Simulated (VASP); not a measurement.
A run of VASP 6.6.1:

The input INCAR:

```
SYSTEM = GaSi62
  ALGO = Normal
  EDIFF = 1E-7
  EDIFFG = -0.03
  ENCUT = 520
  GGA = PE
  IBRION = 2
  ISIF = 2
  ISMEAR = -1
  LASPH = .TRUE.
  LCHARG = .FALSE.
  LREAL = Auto
  LWAVE = .FALSE.
  NCORE = 4
  NELECT = 260.0
  NELM = 60
  NSW = 80
  PREC = Accurate
  SIGMA = 0.02
```

Contents of KPOINTS:

```
k-points
0
G
  1 1 1
  0 0 0
```

Contents of POSCAR:

```
GaSi62
1.0
   10.8600000000      0.0000000000      0.0000000000
    0.0000000000     10.8600000000      0.0000000000
    0.0000000000      0.0000000000     10.8600000000
Si Ga
62 1
Direct
    0.5000000000      0.0000000000      0.0000000000
    0.8750000000      0.3750000000      0.1250000000
    0.7500000000      0.0000000000      0.2500000000
    0.8750000000      0.1250000000      0.3750000000
    0.0000000000      0.0000000000      0.0000000000
    0.1250000000      0.1250000000      0.1250000000
    0.2500000000      0.2500000000      0.0000000000
    0.3750000000      0.3750000000      0.1250000000
    0.5000000000      0.5000000000      0.0000000000
    0.6250000000      0.6250000000      0.1250000000
    0.7500000000      0.7500000000      0.0000000000
    0.8750000000      0.8750000000      0.1250000000
    0.2500000000      0.0000000000      0.2500000000
    0.3750000000      0.1250000000      0.3750000000
    0.5000000000      0.2500000000      0.2500000000
    0.6250000000      0.3750000000      0.3750000000
    0.7500000000      0.5000000000      0.2500000000
    0.8750000000      0.6250000000      0.3750000000
    0.5000000000      0.0000000000      0.5000000000
    0.6250000000      0.1250000000      0.6250000000
    0.7500000000      0.2500000000      0.5000000000
    0.8750000000      0.3750000000      0.6250000000
    0.7500000000      0.0000000000      0.7500000000
    0.8750000000      0.1250000000      0.8750000000
    0.0000000000      0.5000000000      0.0000000000
    0.1250000000      0.6250000000      0.1250000000
    0.2500000000      0.7500000000      0.0000000000
    0.3750000000      0.8750000000      0.1250000000
    0.0000000000      0.2500000000      0.2500000000
    0.1250000000      0.3750000000      0.3750000000
    0.2500000000      0.5000000000      0.2500000000
    0.3750000000      0.6250000000      0.3750000000
    0.5000000000      0.7500000000      0.2500000000
    0.6250000000      0.8750000000      0.3750000000
    0.0000000000      0.0000000000      0.5000000000
    0.1250000000      0.1250000000      0.6250000000
    0.2500000000      0.2500000000      0.5000000000
    0.3750000000      0.3750000000      0.6250000000
    0.5000000000      0.5000000000      0.5000000000
    0.6250000000      0.6250000000      0.6250000000
    0.7500000000      0.7500000000      0.5000000000
    0.8750000000      0.8750000000      0.6250000000
    0.2500000000      0.0000000000      0.7500000000
    0.3750000000      0.1250000000      0.8750000000
    0.5000000000      0.2500000000      0.7500000000
    0.6250000000      0.3750000000      0.8750000000
    0.7500000000      0.5000000000      0.7500000000
    0.8750000000      0.6250000000      0.8750000000
    0.0000000000      0.7500000000      0.2500000000
    0.1250000000      0.8750000000      0.3750000000
    0.0000000000      0.5000000000      0.5000000000
    0.1250000000      0.6250000000      0.6250000000
    0.2500000000      0.7500000000      0.5000000000
    0.3750000000      0.8750000000      0.6250000000
    0.0000000000      0.2500000000      0.7500000000
    0.1250000000      0.3750000000      0.8750000000
    0.2500000000      0.5000000000      0.7500000000
    0.3750000000      0.6250000000      0.8750000000
    0.5000000000      0.7500000000      0.7500000000
    0.6250000000      0.8750000000      0.8750000000
    0.0000000000      0.7500000000      0.7500000000
    0.1250000000      0.8750000000      0.8750000000
    0.7500000000      0.2500000000      0.0000000000
```

Potentials or basis: VASP PAW PBE potentials, release 64 (Si, Ga_d).

Command:

```sh
$ cat potpaw_PBE.64/Si/POTCAR potpaw_PBE.64/Ga_d/POTCAR > POTCAR
$ mpirun -np 4 vasp_gam > vasp.out
```

Hardware: 4 MPI ranks on Intel(R) Xeon(R) Platinum 8375C CPU @ 2.90GHz (Ice Lake) (shared host).

How long does it take, and how much memory?

It took 10 min on 4 MPI ranks on Intel(R) Xeon(R) Platinum 8375C CPU @ 2.90GHz (Ice Lake), with other jobs on the host, peak memory 0.42 GiB a rank. Counts: scf iterations 97, k points 1, ion steps 12.
